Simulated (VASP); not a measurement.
# GeN in VASP: further runs

The runs below take GeN through single point, with PBE.

Program: VASP 6.6.1. These are calculated values, not measurements. Logs are shortened: lines on timing, memory, paths and dates and some standing lists are left out, and cuts for length are marked.

## 1. The cell of the first run

The structure is orthorhombic, space group Imm2 (No. 44). Conventional cell: a = 3.095 Å, b = 7.658 Å, c = 5.141 Å, α = 90.00°, β = 90.00°, γ = 90.00°. Ge (site symmetry m) has 3 N at 1.87 to 1.88 Å and 1 Ge at 2.52 Å within 2.6 Å. N (site symmetry m) has 3 Ge at 1.87 to 1.88 Å within 2.5 Å.

## 2. Single point, PBE

File INCAR:

```
SYSTEM = GeN
  PREC = Accurate
  ENCUT = 520
  EDIFF = 1E-7
  ISMEAR = 0
  SIGMA = 0.1
  LREAL = .FALSE.
  LASPH = .TRUE.
  NELM = 100
  ALGO = Normal
  ISIF = 2
  LWAVE = .FALSE.
  LCHARG = .TRUE.
  GGA = PE
  LELF = .TRUE.
  LVHAR = .TRUE.
  NBANDS = 48
```

File KPOINTS:

```
Automatic mesh
0
G
  4 4 2
  0 0 0
```

File POSCAR:

```
GeN
1.0
    1.5475668000     -3.8289124000      2.5704006000
    1.5475668000     -3.8289124000     -2.5704006000
    6.1902672000      0.0000000000      0.0000000000
Ge N
4 4
Direct
    0.9414920000      0.7292160000      0.3323230000
    0.9414920000      0.7292160000      0.8323230000
    0.2707840000      0.0585080000      0.1676770000
    0.2707840000      0.0585080000      0.6676770000
    0.5140070000      0.9888500000      0.3742857500
    0.5140070000      0.9888500000      0.8742857500
    0.0111500000      0.4859930000      0.1257142500
    0.0111500000      0.4859930000      0.6257142500
```

Potentials or basis: VASP PAW PBE potentials, release 64 (Ge_d, N).

Command:

```sh
$ cat potpaw_PBE.64/Ge_d/POTCAR potpaw_PBE.64/N/POTCAR > POTCAR
$ mpirun -np 1 vasp_std > vasp.out
```

OUTCAR:

```text
SYSTEM = GeN
   PREC = Accurate
   ENCUT = 520
   EDIFF = 1E-7
   ISMEAR = 0
   LREAL = .FALSE.
   LASPH = .TRUE.
   NELM = 100
   ISIF = 2
   GGA = PE

 ion  position               nearest neighbor table
   1  0.941  0.729  0.332-   7 1.87   8 1.87   5 1.88   3 2.52
   2  0.941  0.729  0.832-   7 1.87   8 1.87   6 1.88   4 2.52
   3  0.271  0.059  0.168-   5 1.87   6 1.87   7 1.88   1 2.52
   4  0.271  0.059  0.668-   5 1.87   6 1.87   8 1.88   2 2.52
   5  0.514  0.989  0.374-   3 1.87   4 1.87   1 1.88
   6  0.514  0.989  0.874-   3 1.87   4 1.87   2 1.88
   7  0.011  0.486  0.126-   1 1.87   2 1.87   3 1.88
   8  0.011  0.486  0.626-   1 1.87   2 1.87   4 1.88

  LATTYP: Found a base centered monoclinic cell.
 ALAT       =     8.2596690412
 B/A-ratio  =     0.6223979647
 C/A-ratio  =     0.7494570508
 COS(beta)  =    -0.3747285254

  Lattice vectors:

 A1 = (  -1.5475668000,   3.8289124000,  -2.5704006000)
 A2 = (  -1.5475668000,   3.8289124000,   2.5704006000)
 A3 = (   6.1902672000,   0.0000000000,   0.0000000000)

Analysis of symmetry for initial positions (statically):
=====================================================================
 Subroutine PRICEL returns following result:

  LATTYP: Found a body centered orthorhombic cell.
 ALAT       =     3.0951336000
 B/A-ratio  =     1.6609303069
 C/A-ratio  =     2.4741500012

  Lattice vectors:

 A1 = (  -1.5475668000,   3.8289124000,  -2.5704006000)
 A2 = (   1.5475668000,   3.8289124000,   2.5704006000)
 A3 = (   1.5475668000,  -3.8289124000,  -2.5704006000)

   2 primitive cells build up your supercell.

 Routine SETGRP: Setting up the symmetry group for a
 base centered monoclinic supercell.

 Subroutine GETGRP returns: Found  2 space group operations
 (whereof  2 operations were pure point group operations)
 out of a pool of  4 trial point group operations.

The static configuration has the point symmetry C_2 .

Analysis of symmetry for dynamics (positions and initial velocities):
=====================================================================
 Subroutine PRICEL returns following result:

  LATTYP: Found a body centered orthorhombic cell.
 ALAT       =     3.0951336000
 B/A-ratio  =     1.6609303069
 C/A-ratio  =     2.4741500012

  Lattice vectors:

 A1 = (  -1.5475668000,   3.8289124000,  -2.5704006000)
 A2 = (   1.5475668000,   3.8289124000,   2.5704006000)
[... 125 lines left out ...]
   EDIFFG = 0.1E-05   stopping-criterion for IOM
   NSW    =      0    number of steps for IOM
   IBRION =     -1    ionic relax: 0-MD 1-quasi-New 2-CG
   NFREE  =      0    steps in history (QN), initial steepest desc. (CG)
   ISIF   =      2    stress and relaxation
   ISYM   =      2    0-nonsym 1-usesym 2-fastsym
   POTIM  = 0.5000    time-step for ionic-motion
   TEBEG  =    0.0;   TEEND  =   0.0 temperature during run
   PSTRESS=    0.0 pullay stress
   NELECT =      76.0000    total number of electrons
   NUPDOWN=      -1.0000    fix difference up-down
   EMIN   =  10.00;   EMAX   =-10.00  energy-range for DOS
   EFERMI =   0.00;   METHOD = LEGACY
   ISMEAR =     0;   SIGMA  =   0.10  broadening in eV -4-tet -1-fermi 0-gaus
   EFERMI_NEDOS =   21; number of points for ismear=-14 and -15
   IALGO  =     38    algorithm
   IMIX   =      4    mixing-type and parameters
     AMIX     =   0.40;   BMIX     =  1.00
     AMIX_MAG =   1.60;   BMIX_MAG =  1.00
  volume/ion in A,a.u.               =      15.23       102.78
  Fermi-wavevector in a.u.,A,eV,Ry     =   1.398752  2.643259 26.619908  1.956508
  Thomas-Fermi vector in A             =   2.521879
   LORBIT       =      0    0 simple, 1 ext, 2 COOP (PROOUT), +10 PAW based schemes
   GGA     = PE    functional components
   LHFCALC =     F    Hartree Fock is set to
   AEXX    =    0.0000 exact exchange contribution
   IVDW    =     0    specifies the selected vdW correction
   LEPSILON=     F    determine dielectric tensor
   LRPA    =     F    only Hartree local field effects (RPA)
 non-spin polarized calculation
 Gauss-broadening in eV      SIGMA  =   0.10
  energy-cutoff  :      520.00
  volume of cell :      121.85
 maximum number of plane-waves:      3302
   NGX = 19   NGY = 19   NGZ = 23

 number of electron      76.0000012 magnetization

 Free energy of the ion-electron system (eV)
  ---------------------------------------------------
  ext. energy  EPLUGINS =         0.00000000
  ---------------------------------------------------
  free energy    TOTEN  =       -50.90560797 eV

  energy without entropy =      -50.90560792  energy(sigma->0) =      -50.90560794

 E-fermi :   5.0226     XC(G=0):  -9.9781

 val. band max:        4.6875372856   @ k =   0.5000   0.5000   0.0000
 cond. band min:       5.3576225636   @ k =   0.5000   0.5000   0.0000
 fundamental gap:      0.6700852780
 Fermi energy:         5.0225851688

 k-point     1 :       0.0000    0.0000    0.0000
  band No.  band energies     occupation
      1     -20.4948      2.00000
      2     -20.4945      2.00000
      3     -20.4828      2.00000
      4     -20.4593      2.00000
      5     -20.4122      2.00000
      6     -20.4104      2.00000
[... 703 lines left out ...]
     47      11.3306      0.00000
     48      11.3306      0.00000

------------------------ aborting loop because EDIFF is reached ----------------------------------------

  FORCE on cell =-STRESS in cart. coord.  units (eV):
  Direction    XX          YY          ZZ          XY          YZ          ZX
  --------------------------------------------------------------------------------------
  -------------------------------------------------------------------------------------
  Total       -0.1316217     -0.1846978     -0.5266297      0.0009057      0.0000000      0.0000000
  in kB       -1.7307029     -2.4286042     -6.9246887      0.0119096      0.0000000      0.0000000
  external PRESSURE =      -3.6946653 kB  Pullay stress =       0.0000000 kB

 VOLUME and BASIS-vectors are now :
 -----------------------------------------------------------------------------
  energy-cutoff  :      520.00
  volume of cell :      121.85
      direct lattice vectors                 reciprocal lattice vectors
     1.547566800 -3.828912400  2.570400600     0.000000000 -0.130585385  0.194522208
     1.547566800 -3.828912400 -2.570400600     0.000000000 -0.130585385 -0.194522208
     6.190267200  0.000000000  0.000000000     0.161543915  0.065292693  0.000000000

 POSITION                                       TOTAL-FORCE (eV/Angst)
 -----------------------------------------------------------------------------------
      4.64270     -6.39699      0.54563         0.000207      0.033191     -0.003765
      7.73783     -6.39699      0.54563         0.000207      0.033191     -0.003765
      1.54757     -1.26083      0.54563        -0.000207     -0.033191     -0.003765
      4.64270     -1.26083      0.54563        -0.000207     -0.033191     -0.003765
      4.64270     -5.75431     -1.22054        -0.000075      0.015647      0.003765
      7.73783     -5.75431     -1.22054        -0.000075      0.015647      0.003765
      1.54757     -1.90352     -1.22054         0.000075     -0.015647      0.003765
      4.64270     -1.90352     -1.22054         0.000075     -0.015647      0.003765
 -----------------------------------------------------------------------------------
    total drift:                                0.000000     -0.000000     -0.003753

  FREE ENERGIE OF THE ION-ELECTRON SYSTEM (eV)
  ---------------------------------------------------
  free  energy   TOTEN  =       -50.9056079666 eV

  energy  without entropy=      -50.9056079196  energy(sigma->0) =      -50.90560794
```

stdout:

```text
POSCAR found type information on POSCAR GeN
 POSCAR found :  2 types and       8 ions
 scaLAPACK will be used
 LDA part: xc-table for (Slater+PW92), standard interpolation
 -----------------------------------------------------------------------------
|                                                                             |
|           W    W    AA    RRRRR   N    N  II  N    N   GGGG   !!!           |
|           W    W   A  A   R    R  NN   N  II  NN   N  G    G  !!!           |
|           W    W  A    A  R    R  N N  N  II  N N  N  G       !!!           |
|           W WW W  AAAAAA  RRRRR   N  N N  II  N  N N  G  GGG   !            |
|           WW  WW  A    A  R   R   N   NN  II  N   NN  G    G                |
|           W    W  A    A  R    R  N    N  II  N    N   GGGG   !!!           |
|                                                                             |
|     Your reciprocal lattice and k-lattice belong to different lattice       |
|     classes:                                                                |
|                                                                             |
|        The reciprocal lattice is base-centered monoclinic,                  |
|        whereas your k-lattice is face-centered orthorhombic.                |
|                                                                             |
|     Results are often still useful ...                                      |
|                                                                             |
 -----------------------------------------------------------------------------

 POSCAR, INCAR and KPOINTS ok, starting setup
 FFT: planning ... GRIDC
 FFT: planning ... GRID_SOFT
 FFT: planning ... GRID
 WAVECAR not read
 entering main loop
```

Run time: 2.9 min. Hardware: 1 thread of Intel Xeon 8259CL, shared host; peak memory 0.25 GiB.

Results:

| Property | Result |
| --- | --- |
| Free energy | -50.9056 eV |
| Pressure | -0.4 GPa |
| Largest force | 0.033 eV/Å |
| Band gap on the k mesh | 0.67 eV |

Forces on the atoms (eV/Å):
```
Ge   0.000  0.033 -0.004
Ge   0.000  0.033 -0.004
Ge   0.000 -0.033 -0.004
Ge   0.000 -0.033 -0.004
N    0.000  0.016  0.004
N    0.000  0.016  0.004
N    0.000 -0.016  0.004
N    0.000 -0.016  0.004
```

Caveat: the k points lie up to 0.55 Å⁻¹ apart. A k mesh can miss the band edges.

## 3. Single point, PBE

File INCAR:

```
SYSTEM = GeN
ALGO = Normal ; EDIFF = 1E-6
ENCUT = 520 ; GGA = PE
ISIF = 2 ; ISMEAR = 0
LASPH = .True. ; LCHARG = .False.
LREAL = .False. ; LWAVE = .False.
NBANDS = 48 ; NELM = 80
PREC = Accurate ; SIGMA = 0.1
```

File KPOINTS:

```
k-points
0
Gamma
  4 4 2
  0 0 0
```

File POSCAR:

```
GeN
1.0
    1.5496351743     -3.8290082295      2.5659710841
    1.5494619110     -3.8291103158     -2.5661286482
    6.1983238264      0.0000114936     -0.0001247110
Ge N
4 4
Direct
    0.9416886090      0.7290906466      0.3322987266
    0.9417204518      0.7291127249      0.8322993479
    0.2708782187      0.0582927594      0.1676975491
    0.2709009169      0.0583151898      0.6677016857
    0.5137492347      0.9888840625      0.3743412974
    0.5137753249      0.9889679625      0.8743185816
    0.0110703791      0.4862202544      0.1256733865
    0.0110828649      0.4862503998      0.6256694252
```

Potentials or basis: VASP PAW PBE potentials, release 64 (Ge_d, N).

Command:

```sh
$ cat potpaw_PBE.64/Ge_d/POTCAR potpaw_PBE.64/N/POTCAR > POTCAR
$ mpirun -np 1 vasp_std > vasp.out
```

Run time: 3.8 min. Hardware: 1 thread of Intel Xeon 8259CL, shared host; peak memory 0.28 GiB.

Results (log left out):

| Item | Value |
| --- | --- |
| Free energy | -50.9060 eV |
| Pressure | -0.4 GPa |
| Largest force | 0.027 eV/Å |
| Band gap on the k mesh | 0.68 eV |

Forces on the atoms (eV/Å):
```
Ge   0.001  0.025 -0.007
Ge   0.000  0.026 -0.007
Ge   0.000 -0.026 -0.006
Ge   0.000 -0.026 -0.007
N   -0.001  0.012  0.006
N    0.000  0.012  0.008
N    0.000 -0.012  0.006
N    0.000 -0.012  0.007
```

Stress tensor (GPa, compression positive):
```
-0.46  0.00  0.00
 0.00 -0.24  0.00
 0.00  0.00 -0.47
```

Levels at points of the mesh, in eV from the valence-band top:
```csv
k point,band 34,band 35,band 36,band 37,band 38,band 39,band 40,band 41,band 42,band 43
"(0.00, 0.00, 0.00)",-3.43,-2.85,-2.38,-1.53,-1.27,2.71,2.76,2.82,3.71,4.19
"(0.50, 0.00, 0.00)",-3.68,-3.28,-2.00,-1.65,-0.88,2.25,2.32,2.34,3.61,4.68
"(0.00, 0.50, 0.00)",-3.68,-3.28,-2.00,-1.65,-0.88,2.25,2.32,2.34,3.61,4.68
"(0.50, 0.50, 0.00)",-2.73,-2.38,-1.53,-1.15,0.00,0.68,2.14,2.71,3.71,4.58
"(0.00, 0.00, 0.50)",-4.15,-2.68,-2.68,-1.59,-1.59,2.47,2.47,4.53,4.54,4.88
"(0.50, 0.00, 0.50)",-3.66,-2.43,-2.43,-1.32,-1.32,2.79,2.79,3.61,3.62,5.42
"(0.00, 0.50, 0.50)",-3.66,-2.43,-2.43,-1.32,-1.32,2.79,2.79,3.61,3.61,5.42
"(0.50, 0.50, 0.50)",-4.25,-1.44,-1.44,-0.66,-0.66,2.68,2.68,4.53,4.53,4.83
```

Caveat: the k points lie up to 0.55 Å⁻¹ apart.

## 4. Single point, PBE

This run uses another cell than the first one: it holds 4 atoms, not 8.

File INCAR:

```
SYSTEM = GeN
PREC = Accurate
ENCUT = 520
EDIFF = 1E-7
ISMEAR = 0
SIGMA = 0.02
LREAL = .FALSE.
LASPH = .TRUE.
NELM = 60
ALGO = Normal
ISIF = 2
LWAVE = .FALSE.
LCHARG = .FALSE.
GGA = PE
NBANDS = 27
```

File KPOINTS:

```
regular mesh
0
G
  10 10 10
  0 0 0
```

File POSCAR:

```
GeN
1.0
   -1.5475668000      3.8289124000      2.5704006000
    1.5475668000     -3.8289124000      2.5704006000
    1.5475668000      3.8289124000     -2.5704006000
Ge N
2 2
Direct
    0.2707840000      0.6061380000      0.6646460000
    0.9414920000      0.6061380000      0.3353540000
    0.0111500000      0.2625785000      0.7485715000
    0.5140070000      0.2625785000      0.2514285000
```

Command:

```sh
$ cat potpaw_PBE.64/Ge_d/POTCAR potpaw_PBE.64/N/POTCAR > POTCAR
$ mpirun -np 1 vasp_std > vasp.out
```

It took 9.1 min on 1 thread of Intel Xeon 8259CL, shared host; peak memory 0.37 GiB.

It converged, with:

```yaml
Free_energy: -25.4832 eV
Pressure: -0.3 GPa
Largest_force: 0.026 eV/Å
Band_gap_on_the_k_mesh: 0.67 eV
```

Forces on the atoms (eV/Å):
```
Ge   0.000  0.026 -0.005
Ge   0.000 -0.026 -0.005
N    0.000  0.016  0.005
N    0.000 -0.016  0.005
```

Stress tensor (GPa, compression positive):
```
-0.48  0.00  0.00
 0.00 -0.15  0.00
 0.00  0.00 -0.40
```

Levels at points of the mesh, in eV from the valence-band top:
```csv
k point,band 16,band 17,band 18,band 19,band 20,band 21,band 22,band 23
"(0.00, 0.00, 0.00)",-4.13,-3.74,-2.85,-1.28,2.78,2.86,4.18,5.70
"(0.50, 0.00, 0.00)",-3.81,-3.67,-3.28,-0.89,2.25,3.63,5.33,5.84
"(0.00, 0.50, 0.00)",-4.61,-3.90,-2.01,-1.65,2.31,2.33,4.68,5.83
"(0.50, 0.50, 0.00)",-6.32,-3.42,-2.38,-1.53,2.70,3.71,4.58,7.20
"(0.50, 0.50, 0.50)",-3.61,-2.73,-1.16,0.00,0.67,2.16,5.32,6.34
```

A k mesh can miss the band edges.

## 5. The runs side by side

```csv
cell,k mesh,smearing,gap on the mesh (eV),pressure (GPa),largest force (eV/Å)
"a = 4.864, b = 4.864, c = 6.190 Å, angles 71.4, 71.4, 63.8°, 8 atoms, atomic positions A",4 × 4 × 2,gaussian 0.1 eV,0.67,-0.4,0.03
"a = 4.863, b = 4.863, c = 6.198 Å, angles 71.4, 71.4, 63.7°, 8 atoms, atomic positions A",4 × 4 × 2,gaussian 0.1 eV,0.68,-0.4,0.03
"a = 4.864 Å, angles 142.9, 76.2, 116.2°, 4 atoms, atomic positions B",10 × 10 × 10,gaussian 0.02 eV,0.67,-0.3,0.03
```

Alike in all rows: task single point; level PBE; potentials or basis VASP PAW PBE potentials, release 64 (Ge_d, N); no spin polarisation; cutoff (eV) 520.

Caveats: some runs use coarse meshes.

Total energies depend on the potentials used, so only differences within one code and one set of settings carry meaning.
